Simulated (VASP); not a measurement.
Write the native input for VASP 6.6.1 that does the following.

```yaml
Task: single point
Functional: PBE
Potentials_or_basis: VASP PAW PBE potentials, release 64 (Al, Co, Ni)
Cutoff: 520 eV
k_mesh: 4 × 4 × 4
Occupations: gaussian, width 0.1 eV
Spin: collinear spin, ferromagnetic start
Starting_moments: "[0.0, 0.0, 0.0, 0.0, 3.0, 2.0, 2.0, 2.0] μB"
Dipole_correction: no
Further_INCAR_settings: ALGO = Normal; EDIFF = 1e-06; NBANDS = 40
```

The structure of Al4CoNi3 lies in POSCAR:

```
Al4CoNi3
1.0
   -2.8867731962      2.8867731962      2.8867731962
    2.8867731962     -2.8867731962      2.8867731962
    2.8867731962      2.8867731962     -2.8867731962
Al Co Ni
4 1 3
Direct
    0.0000000000      0.5000000000      0.0000000000
    0.5000000000      0.5000000000      0.5000000000
    0.0000000000      0.0000000000      0.5000000000
    0.5000000000      0.0000000000      0.0000000000
    0.0000000000      0.0000000000      0.0000000000
    0.5000000000      0.0000000000      0.5000000000
    0.5000000000      0.5000000000      0.0000000000
    0.0000000000      0.5000000000      0.5000000000
```

These files were run (other wordings do the same):

INCAR

```
PREC = Accurate
ENCUT = 520
EDIFF = 1E-6
ISMEAR = 0
SIGMA = 0.1
LREAL = F
LASPH = T
NELM = 150
ALGO = Normal
ISIF = 2
LWAVE = F
LCHARG = T
ISPIN = 2
MAGMOM = 0 0 0 0 3 2 2 2
LORBIT = 11
LMAXMIX = 4
GGA = PE
LELF = T
LVHAR = T
NBANDS = 40
```

KPOINTS

```
Automatic mesh
0
Gamma
  4 4 4
```

Potentials or basis: VASP PAW PBE potentials, release 64 (Al, Co, Ni).

The run is started by

```console
$ cat potpaw_PBE.64/Al/POTCAR potpaw_PBE.64/Co/POTCAR potpaw_PBE.64/Ni/POTCAR > POTCAR
$ mpirun -np 1 vasp_std > vasp.out
```

Results of the run:

The pressure is 0.0 GPa. The net moment is 0.85 μB per cell. The site moments are Al +0.00; Co +0.60; Ni +0.09 μB and the valence electrons inside the program's atomic spheres are Al 0.80; Co 8.38; Ni 9.45.

Caveat: the k points lie up to 0.38 Å⁻¹ apart.

Run time: 70 s on 1 thread of Intel(R) Xeon(R) Platinum 8559C (Emerald Rapids), with other jobs on the host, peak memory 0.31 GiB.
